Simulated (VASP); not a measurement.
# TiC (I4/mmm) in VASP: a series of runs

TiC is run at these levels: PBEsol; tasks: single point.

Program: VASP 6.6.1. These are calculated values, not measurements. Logs are shortened: lines on timing, memory, paths and dates and some standing lists are left out, and cuts for length are marked.

### Step 1. The cell of the first run

The structure is tetragonal, space group I4/mmm (No. 139). The conventional cell has a = 2.969 Å, b = 2.969 Å, c = 4.328 Å, α = 90.00°, β = 90.00°, γ = 90.00°. Within 2.8 Å of Ti (site symmetry 4/mmm) lie 6 C at 2.10 to 2.16 Å. C (site symmetry 4/mmm) has 6 Ti at 2.10 to 2.16 Å within 2.8 Å.

### Step 2. Single point, PBEsol (strain -0.030 along x and y, +0.000 along z)

INCAR

```
PREC = Accurate
ENCUT = 520
EDIFF = 1E-6
ISMEAR = 0
SIGMA = 0.15
LREAL = False
LASPH = True
NELM = 80
ALGO = Normal
ISIF = 2
LWAVE = False
LCHARG = False
GGA = PS
NBANDS = 15
```

KPOINTS

```
regular mesh
0
Gamma
  18 18 18
```

POSCAR

```
TiC
1.0
    0.0000000000      2.0990800000      2.1640000000
    2.0990800000      0.0000000000      2.1640000000
    2.0990800000      2.0990800000      0.0000000000
Ti C
1 1
Direct
    0.0000000000      0.0000000000      0.0000000000
    0.5000000000      0.5000000000      0.5000000000
```

Potentials or basis: VASP PAW PBE potentials, release 64 (Ti_sv, C).

Run with:

```sh
cat potpaw_PBE.64/Ti_sv/POTCAR potpaw_PBE.64/C/POTCAR > POTCAR
mpirun -np 1 vasp_std > vasp.out
```

OUTCAR:

```text
PREC = Accurate
   ENCUT = 520
   EDIFF = 1E-6
   ISMEAR = 0
   LREAL = False
   LASPH = True
   NELM = 80
   ISIF = 2
   GGA = PS

 ion  position               nearest neighbor table
   1  0.000  0.000  0.000-   2 2.10   2 2.10   2 2.10   2 2.10   2 2.16   2 2.16
   2  0.500  0.500  0.500-   1 2.10   1 2.10   1 2.10   1 2.10   1 2.16   1 2.16

  LATTYP: Found a body centered tetragonal cell.
 ALAT       =     2.9685474045
 C/A-ratio  =     1.4579521262

  Lattice vectors:

 A1 = (  -2.0990800000,   0.0000000000,   2.1640000000)
 A2 = (   2.0990800000,   0.0000000000,   2.1640000000)
 A3 = (   0.0000000000,   2.0990800000,  -2.1640000000)

Analysis of symmetry for initial positions (statically):
=====================================================================
 Subroutine PRICEL returns:
 Original cell was already a primitive cell.

 Routine SETGRP: Setting up the symmetry group for a
 body centered tetragonal supercell.

 Subroutine GETGRP returns: Found 16 space group operations
 (whereof 16 operations were pure point group operations)
 out of a pool of 16 trial point group operations.

The static configuration has the point symmetry D_4h.

Analysis of symmetry for dynamics (positions and initial velocities):
=====================================================================
 Subroutine PRICEL returns:
 Original cell was already a primitive cell.

 Routine SETGRP: Setting up the symmetry group for a
 body centered tetragonal supercell.

 Subroutine GETGRP returns: Found 16 space group operations
 (whereof 16 operations were pure point group operations)
 out of a pool of 16 trial point group operations.

The dynamic configuration has the point symmetry D_4h.

 Subroutine INISYM returns: Found 16 space group operations
 (whereof 16 operations are pure point group operations),
 and found     1 'primitive' translations

----------------------------------------------------------------------------------------

                                     Primitive cell

  volume of cell :      19.0698

  direct lattice vectors                    reciprocal lattice vectors
     0.000000000  2.099080000  2.164000000    -0.238199592  0.238199592  0.231053604
     2.099080000  0.000000000  2.164000000     0.238199592 -0.238199592  0.231053604
     2.099080000  2.099080000  0.000000000     0.238199592  0.238199592 -0.231053604

  length of vectors
     3.014802290  3.014802290  2.968547405     0.408489730  0.408489730  0.408489730

  position of ions in fractional coordinates (direct lattice)
     0.000000000  0.000000000  0.000000000
     0.500000000  0.500000000  0.500000000

  ion indices of the primitive-cell ions
   primitive index   ion index
                 1           1
                 2           2

----------------------------------------------------------------------------------------

 KPOINTS: regular mesh

Automatic generation of k-mesh.
 Grid dimensions read from file:
 generate k-points for:   18   18   18

 Generating k-lattice:

  Cartesian coordinates                     Fractional coordinates (reciprocal lattice)
    -0.013233311  0.013233311  0.012836311     0.055555556  0.000000000  0.000000000
     0.013233311 -0.013233311  0.012836311     0.000000000  0.055555556  0.000000000
     0.013233311  0.013233311 -0.012836311     0.000000000  0.000000000  0.055555556

  Length of vectors
     0.022693874  0.022693874  0.022693874

  Shift w.r.t. Gamma in fractional coordinates (k-lattice)
     0.000000000  0.000000000  0.000000000

 Subroutine IBZKPT returns following result:
 ===========================================

 Found    480 irreducible k-points:

 Following reciprocal coordinates:
            Coordinates               Weight
  0.000000  0.000000  0.000000      1.000000
  0.055556 -0.000000  0.000000      8.000000
  0.111111 -0.000000  0.000000      8.000000
  0.166667  0.000000  0.000000      8.000000
  0.222222 -0.000000  0.000000      8.000000
  0.277778  0.000000  0.000000      8.000000
[... 16 lines left out ...]
 -0.277778  0.055556  0.000000      8.000000
 -0.222222  0.055556  0.000000      8.000000
 [... further k-points ...]
   k-points           NKPTS =    480   k-points in BZ     NKDIM =    480   number of bands    NBANDS=     15
   number of dos      NEDOS =    301   number of ions     NIONS =      2
   total plane-waves  NPLWV =  13824
   dimension x,y,z NGX =    24 NGY =   24 NGZ =   24
   dimension x,y,z NGXF=    48 NGYF=   48 NGZF=   48
   ions per type =               1   1
   NGX,Y,Z   is equivalent  to a cutoff of  13.23, 13.23, 13.44 a.u.
   NGXF,Y,Z  is equivalent  to a cutoff of  26.47, 26.47, 26.88 a.u.
 SYSTEM =  unknown system
   PREC   = accura    normal or accurate (medium, high low for compatibility)
   ISTART =      0    job   : 0-new  1-cont  2-samecut
   ICHARG =      2    charge: 1-file 2-atom 10-const
   ISPIN  =      1    spin polarized calculation?
   LNONCOLLINEAR =      F non collinear calculations
   LSORBIT =      F    spin-orbit coupling
   LASPH  =      T    aspherical Exc in radial PAW
   ENCUT  =  520.0 eV  38.22 Ry    6.18 a.u.   5.61  5.61  5.52*2*pi/ulx,y,z
   NELM   =     80;   NELMIN=  2; NELMDL= -5     # of ELM steps
   EDIFF  = 0.1E-05   stopping-criterion for ELM
   LREAL  =      F    real-space projection
   EDIFFG = 0.1E-04   stopping-criterion for IOM
   NSW    =      0    number of steps for IOM
   IBRION =     -1    ionic relax: 0-MD 1-quasi-New 2-CG
   NFREE  =      0    steps in history (QN), initial steepest desc. (CG)
   ISIF   =      2    stress and relaxation
   ISYM   =      2    0-nonsym 1-usesym 2-fastsym
   POTIM  = 0.5000    time-step for ionic-motion
   TEBEG  =    0.0;   TEEND  =   0.0 temperature during run
   PSTRESS=    0.0 pullay stress
   NELECT =      16.0000    total number of electrons
   NUPDOWN=      -1.0000    fix difference up-down
   EMIN   =  10.00;   EMAX   =-10.00  energy-range for DOS
   EFERMI =   0.00;   METHOD = LEGACY
   ISMEAR =     0;   SIGMA  =   0.15  broadening in eV -4-tet -1-fermi 0-gaus
   EFERMI_NEDOS =   21; number of points for ismear=-14 and -15
   IALGO  =     38    algorithm
   IMIX   =      4    mixing-type and parameters
     AMIX     =   0.40;   BMIX     =  1.00
     AMIX_MAG =   1.60;   BMIX_MAG =  1.00
  volume/ion in A,a.u.               =       9.53        64.34
  Fermi-wavevector in a.u.,A,eV,Ry     =   1.544068  2.917865 32.438274  2.384146
  Thomas-Fermi vector in A             =   2.649641
   LORBIT       =      0    0 simple, 1 ext, 2 COOP (PROOUT), +10 PAW based schemes
   GGA     = PS    functional components
   LHFCALC =     F    Hartree Fock is set to
   AEXX    =    0.0000 exact exchange contribution
   IVDW    =     0    specifies the selected vdW correction
   LEPSILON=     F    determine dielectric tensor
   LRPA    =     F    only Hartree local field effects (RPA)
 non-spin polarized calculation
 Gauss-broadening in eV      SIGMA  =   0.15
  energy-cutoff  :      520.00
  volume of cell :       19.07
 maximum number of plane-waves:       540
   NGX = 11   NGY = 11   NGZ = 11

 number of electron      16.0000001 magnetization

 Free energy of the ion-electron system (eV)
  ---------------------------------------------------
  ext. energy  EPLUGINS =         0.00000000
  ---------------------------------------------------
  free energy    TOTEN  =       -19.76127118 eV

  energy without entropy =      -19.75788505  energy(sigma->0) =      -19.75957811

 E-fermi :  10.0651     XC(G=0): -13.1896

 val. band max:       10.0461015357   @ k =   0.5000   0.0000   0.5000
 cond. band min:      10.0694990625   @ k =   0.1111   0.0000   0.1111
 fundamental gap:      0.0233975268
 Fermi energy:        10.0651000297

 k-point     1 :       0.0000    0.0000    0.0000
  band No.  band energies     occupation
      1     -46.0803      2.00000
      2     -22.1943      2.00000
      3     -22.1569      2.00000
      4     -22.1569      2.00000
      5      -2.5982      2.00000
      6      10.5811      0.00000
      7      10.8330      0.00000
      8      10.8330      0.00000
      9      11.7544      0.00000
     10      11.7793      0.00000
     11      11.8974      0.00000
     12      11.8974      0.00000
     13      12.0483      0.00000
     14      21.5211      0.00000
     15      24.2515      0.00000

 k-point     2 :       0.0556   -0.0000    0.0000
  band No.  band energies     occupation
      1     -46.0773      2.00000
      2     -22.2041      2.00000
      3     -22.1697      2.00000
      4     -22.1582      2.00000
      5      -2.5216      2.00000
      6      10.3328      0.01162
      7      10.5342      0.00001
      8      10.7041      0.00000
      9      11.1320      0.00000
     10      11.2313      0.00000
     11      12.0694      0.00000
     12      12.7285      0.00000
     13      12.9552      0.00000
     14      21.6435      0.00000
     15      24.3112      0.00000

 k-point     3 :       0.1111   -0.0000    0.0000
  band No.  band energies     occupation
      1     -46.0687      2.00000
      2     -22.2513      2.00000
      3     -22.1870      2.00000
      4     -22.1621      2.00000
      5      -2.2958      2.00000
      6       9.5820      1.99999
      7       9.8493      1.95809
      8      10.0148      1.36481
      9      11.1314      0.00000
     10      11.2159      0.00000
     11      12.3978      0.00000
     12      13.7256      0.00000
     13      13.9878      0.00000
     14      21.9516      0.00000
     15      24.4261      0.00000
[... 343 lines left out ...]
 k-point    23 :      -0.2778    0.0556    0.0000
  band No.  band energies     occupation
      1     -46.0139      2.00000
      2     -22.5909      2.00000
      3     -22.2538      2.00000
      4     -22.1775      2.00000
      5      -0.5983      2.00000
      6       6.3270      2.00000
      7       7.7054      2.00000
      8       7.8136      2.00000
      9      12.0988      0.00000
     10      12.4814      0.00000
     11      13.5549      0.00000
     12      16.3377      0.00000
     13      17.8327      0.00000
     14      21.2870      0.00000
     15      25.4631      0.00000

 k-point    24 :      -0.2222    0.0556    0.0000
  band No.  band energies     occupation
      1     -46.0308      2.00000
      2     -22.4834      2.00000
      3     -22.2413      2.00000
      4     -22.1692      2.00000
      5      -1.1925      2.00000
      6       7.2740      2.00000
      7       8.1848      2.00000
      8       8.3220      2.00000
      9      11.7130      0.00000
     10      12.1121      0.00000
     11      13.2370      0.00000
     12      15.4608      0.00000
     13      16.9635      0.00000
     14      22.0760      0.00000
     15      24.8538      0.00000

 [... further k-points ...]

------------------------ aborting loop because EDIFF is reached ----------------------------------------

  FORCE on cell =-STRESS in cart. coord.  units (eV):
  Direction    XX          YY          ZZ          XY          YZ          ZX
  --------------------------------------------------------------------------------------
  -------------------------------------------------------------------------------------
  Total        1.9165142      1.9165142      0.1517681      0.0000000      0.0000000     -0.0000000
  in kB      161.0191020    161.0191020     12.7510504      0.0000000      0.0000000     -0.0000000
  external PRESSURE =     111.5964181 kB  Pullay stress =       0.0000000 kB

 VOLUME and BASIS-vectors are now :
 -----------------------------------------------------------------------------
  energy-cutoff  :      520.00
  volume of cell :       19.07
      direct lattice vectors                 reciprocal lattice vectors
     0.000000000  2.099080000  2.164000000    -0.238199592  0.238199592  0.231053604
     2.099080000  0.000000000  2.164000000     0.238199592 -0.238199592  0.231053604
     2.099080000  2.099080000  0.000000000     0.238199592  0.238199592 -0.231053604

 POSITION                                       TOTAL-FORCE (eV/Angst)
 -----------------------------------------------------------------------------------
      0.00000      0.00000      0.00000         0.000000      0.000000     -0.000000
      2.09908      2.09908      2.16400         0.000000     -0.000000      0.000000
 -----------------------------------------------------------------------------------
    total drift:                                0.000000     -0.000000     -0.000000

  FREE ENERGIE OF THE ION-ELECTRON SYSTEM (eV)
  ---------------------------------------------------
  free  energy   TOTEN  =       -19.7612711771 eV

  energy  without entropy=      -19.7578850506  energy(sigma->0) =      -19.75957811
```

It took 79 s on 1 thread of AMD EPYC 9R45 (Zen 5), shared host; peak memory 0.23 GiB.

Results:

```yaml
Free_energy: -19.7613 eV
Pressure: 11.2 GPa
Band_gap_on_the_k_mesh: zero (band 8 reaches 10.83 eV, above the bottom of band 9 at 9.56 eV)
```

Stress tensor (GPa, compression positive):
```
16.10  0.00  0.00
 0.00 16.10  0.00
 0.00  0.00  1.28
```

Caveat: the cell differs from its parent crystal (strain -0.030 along x and y, +0.000 along z); the PAW data sets were made with another functional, which shifts forces and pressure a little.

### Step 3. Single point, PBEsol (strain -0.015 along x and y, -0.030 along z)

INCAR

```
SYSTEM = TiC
PREC = Accurate
ENCUT = 520
EDIFF = 1E-6
ISMEAR = 0
SIGMA = 0.15
LREAL = .FALSE.
LASPH = .TRUE.
NELM = 80
ALGO = Normal
ISIF = 2
LWAVE = .FALSE.
LCHARG = .TRUE.
GGA = PS
LELF = .TRUE.
LVHAR = .TRUE.
NBANDS = 15
```

KPOINTS

```
regular mesh
0
G
  18 18 18
  0 0 0
```

POSCAR

```
TiC
1.0
    0.0000000000      2.1315400000      2.0990800000
    2.1315400000      0.0000000000      2.0990800000
    2.1315400000      2.1315400000      0.0000000000
Ti C
1 1
Direct
    0.0000000000      0.0000000000      0.0000000000
    0.5000000000      0.5000000000      0.5000000000
```

Potentials or basis: VASP PAW PBE potentials, release 64 (Ti_sv, C).

Run with:

```sh
cat potpaw_PBE.64/Ti_sv/POTCAR potpaw_PBE.64/C/POTCAR > POTCAR
mpirun -np 1 vasp_std > vasp.out
```

Run time: 81 s. Hardware: 1 thread of AMD EPYC 9R45 (Zen 5), shared host; peak memory 0.22 GiB.

Results (log left out):

| Property | Result |
| --- | --- |
| Free energy | -19.7749 eV |
| Pressure | 10.7 GPa |
| Band gap on the k mesh | zero (band 8 reaches 10.83 eV, above the bottom of band 9 at 9.53 eV) |

Stress tensor (GPa, compression positive):
```
 8.06  0.00  0.00
 0.00  8.06  0.00
 0.00  0.00 15.99
```

Levels at points of the mesh, in eV from the Fermi level:
```tsv
k point	band 6	band 7	band 8	band 9	band 10	band 11
(0.00, 0.00, 0.00)	0.64	0.64	0.76	1.76	1.76	1.80
(0.50, 0.00, 0.00)	-6.17	-3.12	-3.09	3.14	3.21	4.48
(0.50, 0.50, 0.00)	-3.35	-1.89	-0.05	-0.05	2.98	3.85
(0.50, 0.00, 0.50)	-3.54	-1.86	0.06	0.09	2.97	3.79
```

Caveat: the cell differs from its parent crystal (strain -0.015 along x and y, -0.030 along z); the PAW data sets were made with another functional, which shifts forces and pressure a little.

(Part 1 of 2 ends here.)
